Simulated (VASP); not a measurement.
SiC, 8 atoms in the cell. The structure is hexagonal, space group P6_3mc (No. 186). Conventional cell: a = 3.076 Å, b = 3.076 Å, c = 10.071 Å, α = 90.00°, β = 90.00°, γ = 120.00°. Si (site symmetry 3m) has 4 C at 1.88 to 1.89 Å within 2.5 Å. Si (site symmetry 3m) has 4 C at 1.88 to 1.89 Å within 2.5 Å. C (site symmetry 3m) has 4 Si at 1.88 to 1.89 Å within 2.5 Å. C (site symmetry 3m) has 4 Si at 1.88 to 1.89 Å within 2.5 Å. 

* Program: VASP 6.6.1
* Task: single point
* Functional: b88 exchange, pbe correlation
* Potentials or basis: VASP PAW PBE potentials, release 64 (Si, C)
* Cutoff: 600 eV
* k mesh: 10 × 10 × 3
* Occupations: fermi-dirac, width 0.05 eV
* Spin: no spin polarisation
* Dipole correction: no
* Further INCAR settings: ALGO = Normal; EDIFF = 1e-06; NBANDS = 26

Potentials or basis: VASP PAW PBE potentials, release 64 (Si, C).

Launch:

```sh
$ cat potpaw_PBE.64/Si/POTCAR potpaw_PBE.64/C/POTCAR > POTCAR
$ mpirun -np 1 vasp_std > vasp.out
```

Hardware: 1 thread of AMD EPYC 7R13 Processor (Zen 3), on a shared host.

Problem. How long does it take, and how much memory?

Solution. Wall time 60 s on 1 thread of AMD EPYC 7R13 Processor (Zen 3), on a shared host, peak memory 0.22 GiB. Counts: scf iterations 13, k points 28.
